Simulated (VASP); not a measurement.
# Rh (P6_3/mmc) in VASP: a series of runs

Runs on Rh. Level: PBE. Tasks: single point.

Program: VASP 6.6.1. These are calculated values, not measurements. Logs are shortened: lines on timing, memory, paths and dates and some standing lists are left out, and cuts for length are marked.

## Step 1: The cell of the first run

The structure is hexagonal, space group P6_3/mmc (No. 194). The conventional cell has a = 2.698 Å, b = 2.698 Å, c = 4.034 Å, α = 90.00°, β = 90.00°, γ = 120.00°. Rh (site symmetry -6m2) has 12 Rh at 2.55 to 2.70 Å within 3.4 Å.

This isn't the form of Rh at room conditions, which is fcc.

## Step 2: Single point, PBE

The input, INCAR:

```
SYSTEM = Rh
ALGO = Normal ; EDIFF = 1E-7
ENCUT = 520 ; GGA = PE
ISIF = 2 ; ISMEAR = 0
LASPH = .True. ; LCHARG = .True.
LELF = .True. ; LREAL = .False.
LVHAR = .True. ; LWAVE = .False.
NBANDS = 22 ; NELM = 80
PREC = Accurate ; SIGMA = 0.15
```

The input, KPOINTS:

```
k-points
0
Gamma
  18 18 10
  0 0 0
```

The input, POSCAR:

```
Rh
1.0
    2.6976000000      0.0000000000      0.0000000000
   -1.3488000000      2.3361901292      0.0000000000
    0.0000000000      0.0000000000      4.0343000000
Rh
2
Direct
    0.6666666667      0.3333333333      0.7500000000
    0.3333333333      0.6666666667      0.2500000000
```

Potentials or basis: VASP PAW PBE potentials, release 64 (Rh_pv).

Launch:

```console
$ cat potpaw_PBE.64/Rh_pv/POTCAR > POTCAR
$ mpirun -np 1 vasp_std > vasp.out
```

OUTCAR:

```text
SYSTEM = Rh
   EDIFF = 1E-7
   ENCUT = 520
   GGA = PE
   ISIF = 2
   ISMEAR = 0
   LASPH = .True.
   LREAL = .False.
   NELM = 80
   PREC = Accurate

 ion  position               nearest neighbor table
   1  0.667  0.333  0.750-   2 2.55   2 2.55   2 2.55   2 2.55   2 2.55   2 2.55
   2  0.333  0.667  0.250-   1 2.55   1 2.55   1 2.55   1 2.55   1 2.55   1 2.55

  LATTYP: Found a hexagonal cell.
 ALAT       =     2.6976000000
 C/A-ratio  =     1.4955145314

  Lattice vectors:

 A1 = (   2.6976000000,   0.0000000000,   0.0000000000)
 A2 = (  -1.3488000000,   2.3361901292,   0.0000000000)
 A3 = (   0.0000000000,   0.0000000000,   4.0343000000)

Analysis of symmetry for initial positions (statically):
=====================================================================
 Subroutine PRICEL returns:
 Original cell was already a primitive cell.

 Routine SETGRP: Setting up the symmetry group for a
 hexagonal supercell.

 Subroutine GETGRP returns: Found 24 space group operations
 (whereof 12 operations were pure point group operations)
 out of a pool of 24 trial point group operations.

The static configuration has the point symmetry D_3d.
 The point group associated with its full space group is D_6h.

Analysis of symmetry for dynamics (positions and initial velocities):
=====================================================================
 Subroutine PRICEL returns:
 Original cell was already a primitive cell.

 Routine SETGRP: Setting up the symmetry group for a
 hexagonal supercell.

 Subroutine GETGRP returns: Found 24 space group operations
 (whereof 12 operations were pure point group operations)
 out of a pool of 24 trial point group operations.

The dynamic configuration has the point symmetry D_3d.
 The point group associated with its full space group is D_6h.

 Subroutine INISYM returns: Found 24 space group operations
 (whereof 12 operations are pure point group operations),
 and found     1 'primitive' translations

----------------------------------------------------------------------------------------

                                     Primitive cell

  volume of cell :      25.4246

  direct lattice vectors                    reciprocal lattice vectors
     2.697600000  0.000000000  0.000000000     0.370699881  0.214023676  0.000000000
    -1.348800000  2.336190129  0.000000000     0.000000000  0.428047353  0.000000000
     0.000000000  0.000000000  4.034300000     0.000000000  0.000000000  0.247874476

  length of vectors
[... 80 lines left out ...]
   ENCUT  =  520.0 eV  38.22 Ry    6.18 a.u.   5.02  5.02  7.50*2*pi/ulx,y,z
   NELM   =     80;   NELMIN=  2; NELMDL= -5     # of ELM steps
   EDIFF  = 0.1E-06   stopping-criterion for ELM
   LREAL  =      F    real-space projection
   EDIFFG = 0.1E-05   stopping-criterion for IOM
   NSW    =      0    number of steps for IOM
   IBRION =     -1    ionic relax: 0-MD 1-quasi-New 2-CG
   NFREE  =      0    steps in history (QN), initial steepest desc. (CG)
   ISIF   =      2    stress and relaxation
   ISYM   =      2    0-nonsym 1-usesym 2-fastsym
   POTIM  = 0.5000    time-step for ionic-motion
   TEBEG  =    0.0;   TEEND  =   0.0 temperature during run
   PSTRESS=    0.0 pullay stress
   NELECT =      30.0000    total number of electrons
   NUPDOWN=      -1.0000    fix difference up-down
   EMIN   =  10.00;   EMAX   =-10.00  energy-range for DOS
   EFERMI =   0.00;   METHOD = LEGACY
   ISMEAR =     0;   SIGMA  =   0.15  broadening in eV -4-tet -1-fermi 0-gaus
   EFERMI_NEDOS =   21; number of points for ismear=-14 and -15
   IALGO  =     38    algorithm
   IMIX   =      4    mixing-type and parameters
     AMIX     =   0.40;   BMIX     =  1.00
     AMIX_MAG =   1.60;   BMIX_MAG =  1.00
  volume/ion in A,a.u.               =      12.71        85.79
  Fermi-wavevector in a.u.,A,eV,Ry     =   1.729938  3.269109 40.717971  2.992686
  Thomas-Fermi vector in A             =   2.804589
   LORBIT       =      0    0 simple, 1 ext, 2 COOP (PROOUT), +10 PAW based schemes
   GGA     = PE    functional components
   LHFCALC =     F    Hartree Fock is set to
   AEXX    =    0.0000 exact exchange contribution
   IVDW    =     0    specifies the selected vdW correction
   LEPSILON=     F    determine dielectric tensor
   LRPA    =     F    only Hartree local field effects (RPA)
 non-spin polarized calculation
 Gauss-broadening in eV      SIGMA  =   0.15
  energy-cutoff  :      520.00
  volume of cell :       25.42
 maximum number of plane-waves:       711
 NGX is ok and might be reduce to    20

 number of electron      30.0000000 magnetization

 Free energy of the ion-electron system (eV)
  ---------------------------------------------------
  ext. energy  EPLUGINS =         0.00000000
  ---------------------------------------------------
  free energy    TOTEN  =       -14.06644410 eV

  energy without entropy =      -14.02919054  energy(sigma->0) =      -14.04781732

 E-fermi :  13.5446     XC(G=0): -14.5340

 val. band max:       13.5431906322   @ k =   0.0000   0.0000   0.2000
 cond. band min:      13.5446136632   @ k =   0.2778   0.2778   0.4000
 fundamental gap:      0.0014230310
 Fermi energy:        13.5445976886

 k-point     1 :       0.0000    0.0000    0.0000
  band No.  band energies     occupation
      1     -34.2211      2.00000
      2     -33.2934      2.00000
      3     -33.2934      2.00000
      4     -33.0862      2.00000
      5     -33.0862      2.00000
      6     -33.0678      2.00000
[... 589 lines left out ...]
     21      25.8777      0.00000
     22      28.8677      0.00000

 [... further k-points ...]

------------------------ aborting loop because EDIFF is reached ----------------------------------------

  FORCE on cell =-STRESS in cart. coord.  units (eV):
  Direction    XX          YY          ZZ          XY          YZ          ZX
  --------------------------------------------------------------------------------------
  -------------------------------------------------------------------------------------
  Total        4.3950256      4.3950256      8.9828287      0.0000000      0.0000000      0.0000000
  in kB      276.9606486    276.9606486    566.0695218      0.0000000      0.0000000      0.0000000
  external PRESSURE =     373.3302730 kB  Pullay stress =       0.0000000 kB

 VOLUME and BASIS-vectors are now :
 -----------------------------------------------------------------------------
  energy-cutoff  :      520.00
  volume of cell :       25.42
      direct lattice vectors                 reciprocal lattice vectors
     2.697600000  0.000000000  0.000000000     0.370699881  0.214023676  0.000000000
    -1.348800000  2.336190129  0.000000000     0.000000000  0.428047353  0.000000000
     0.000000000  0.000000000  4.034300000     0.000000000  0.000000000  0.247874476

 POSITION                                       TOTAL-FORCE (eV/Angst)
 -----------------------------------------------------------------------------------
      1.34880      0.77873      3.02572        -0.000000      0.000000      0.000000
     -0.00000      1.55746      1.00857         0.000000     -0.000000      0.000000
 -----------------------------------------------------------------------------------
    total drift:                               -0.000000      0.000000     -0.000000

  FREE ENERGIE OF THE ION-ELECTRON SYSTEM (eV)
  ---------------------------------------------------
  free  energy   TOTEN  =       -14.0664440962 eV

  energy  without entropy=      -14.0291905355  energy(sigma->0) =      -14.04781732
```

OSZICAR:

```text
N       E                     dE             d eps       ncg     rms          rms(c)
DAV:   1     0.329625890977E+03    0.32963E+03   -0.19000E+04  9816   0.161E+03
DAV:   2    -0.768280758162E+01   -0.33731E+03   -0.32525E+03 10242   0.479E+02
DAV:   3    -0.149153353905E+02   -0.72325E+01   -0.71939E+01 11448   0.791E+01
DAV:   4    -0.149625921672E+02   -0.47257E-01   -0.47252E-01 10946   0.645E+00
DAV:   5    -0.149633417578E+02   -0.74959E-03   -0.74958E-03 11436   0.833E-01    0.182E+01
DAV:   6    -0.141216376876E+02    0.84170E+00   -0.17352E+00 10728   0.145E+01    0.725E+00
DAV:   7    -0.140732826288E+02    0.48355E-01   -0.81813E-02 11406   0.281E+00    0.265E+00
DAV:   8    -0.140667929933E+02    0.64896E-02   -0.11946E-02 10146   0.126E+00    0.427E-01
DAV:   9    -0.140664328179E+02    0.36018E-03   -0.31613E-04 11516   0.213E-01    0.479E-02
DAV:  10    -0.140664459113E+02   -0.13093E-04   -0.89933E-06 10914   0.311E-02    0.681E-03
DAV:  11    -0.140664455665E+02    0.34481E-06   -0.10376E-06 11640   0.105E-02    0.226E-03
DAV:  12    -0.140664440352E+02    0.15313E-05   -0.12839E-07  6396   0.428E-03    0.228E-04
DAV:  13    -0.140664440962E+02   -0.60937E-07   -0.48930E-09  5652   0.649E-04
   1 F= -.14066444E+02 E0= -.14047817E+02  d E =-.372536E-01
```

Wall time 68 s (1 thread of Intel Xeon Platinum 8488C (Sapphire Rapids), shared host); peak memory 0.21 GiB.

Results:

```
Free energy            : -14.0664 eV
Pressure               : 37.3 GPa
Band gap on the k mesh : zero (bands 15 and 16 overlap by 2.40 eV)
```

Stress tensor (GPa, compression positive):
```
27.70  0.00  0.00
 0.00 27.70  0.00
 0.00  0.00 56.61
```

Caveat: the cell stands under pressure.

## Step 3: Single point, PBE

This run uses another cell than the first one, of the same volume but with other edges.

The input, INCAR:

```
SYSTEM = Rh
  PREC = Accurate
  ENCUT = 520
  EDIFF = 1E-7
  ISMEAR = 0
  SIGMA = 0.15
  LREAL = .False.
  LASPH = .True.
  NELM = 60
  ALGO = Normal
  ISIF = 2
  LWAVE = .False.
  LCHARG = .False.
  GGA = PE
  NBANDS = 22
```

The input, KPOINTS:

```
regular mesh
0
Gamma
  18 18 10
  0 0 0
```

The input, POSCAR:

```
Rh
1.0
    2.5886000000      0.0000000000      0.0000000000
   -1.2943000000      2.2417933602      0.0000000000
    0.0000000000      0.0000000000      4.3851186776
Rh
2
Direct
    0.6666666667      0.3333333333      0.7500000000
    0.3333333333      0.6666666667      0.2500000000
```

Potentials or basis: VASP PAW PBE potentials, release 64 (Rh_pv).

Launch:

```console
$ cat potpaw_PBE.64/Rh_pv/POTCAR > POTCAR
$ mpirun -np 1 vasp_std > vasp.out
```

Wall time 97 s (1 thread of Intel Xeon Platinum 8488C (Sapphire Rapids), shared host); peak memory 0.22 GiB.

It converged, with:

```
Free energy            : -14.1480 eV
Pressure               : 34.8 GPa
Band gap on the k mesh : zero (bands 15 and 16 overlap by 2.94 eV)
```

Stress tensor (GPa, compression positive):
```
40.87  0.00  0.00
 0.00 40.87  0.00
 0.00  0.00 22.65
```

Levels at points of the mesh, in eV from the Fermi level:
| k point | band 12 | band 13 | band 14 | band 15 | band 16 | band 17 | band 18 | band 19 |
| --- | --- | --- | --- | --- | --- | --- | --- | --- |
| (0.00, 0.00, 0.00) | -2.89 | -2.89 | -1.77 | -1.77 | 0.19 | 0.22 | 0.22 | 8.79 |
| (0.50, 0.00, 0.00) | -2.66 | -2.21 | 0.60 | 0.79 | 1.05 | 3.45 | 5.77 | 11.01 |
| (0.00, 0.00, 0.50) | -3.42 | -3.42 | -3.42 | -0.42 | -0.42 | -0.42 | -0.42 | 14.77 |
| (0.50, 0.00, 0.50) | -1.69 | -0.32 | -0.32 | 0.94 | 0.94 | 2.91 | 2.91 | 10.32 |

Caveat: the cell stands under pressure.
